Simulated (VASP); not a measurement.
Here is a VASP 6.6.1 calculation.

File INCAR:

```
SYSTEM = SnSe2
PREC     = Accurate       ! precision mode
ENCUT    = 520            ! plane-wave cutoff, eV
EDIFF    = 1E-6           ! SCF threshold, eV
ISMEAR   = -5             ! smearing method
SIGMA    = 0.05           ! smearing width, eV
LREAL    = .False.        ! projectors in reciprocal space
LASPH    = .True.         ! aspherical terms in the spheres
NELM     = 150            ! most SCF steps
ALGO     = Normal         ! electronic algorithm
ISIF     = 2              ! what is computed and relaxed
LWAVE    = .False.        ! write WAVECAR
LCHARG   = .False.        ! write CHGCAR
ISPIN    = 2              ! spin polarisation
MAGMOM   = 1 0 0          ! initial moments
LORBIT   = 11             ! projections on sites
NUPDOWN  = 1.0            ! fixed moment
GGA      = PS             ! functional
IVDW     = 13             ! dispersion correction
NBANDS   = 24             ! bands
```

KPOINTS

```
regular mesh
0
Gamma
  8 8 5
  0 0 0
```

POSCAR

```
SnSe2
1.0
    3.8611504880      0.0000000000      0.0000000000
   -1.9305752440      3.3438544104      0.0000000000
    0.0000000000      0.0000000000      6.2167461018
Sn Se
1 2
Direct
    0.0000000000      0.0000000000      0.0000000000
    0.6666666667      0.3333333333      0.7510000000
    0.3333333333      0.6666666667      0.2490000000
```

Potentials or basis: VASP PAW PBE potentials, release 64 (Sn_d, Se).

Launch:

```console
$ cat potpaw_PBE.64/Sn_d/POTCAR potpaw_PBE.64/Se/POTCAR > POTCAR
$ mpirun -np 1 vasp_std > vasp.out
```

Problem. What does it give for the dispersion energy per atom?

Solution. -0.218 eV.

Problem. Estimate the pressure.

Solution. 1.1 GPa.

Problem. Estimate the largest force.

Solution. 0.864 eV/Å.

Forces on the atoms (eV/Å):
```
Sn   0.000  0.000  0.000
Se   0.000  0.000 -0.864
Se   0.000  0.000  0.864
```

Caveat: the PAW data sets were made with another functional, which shifts forces and pressure a little; the total moment is fixed, so each spin has its own Fermi level.
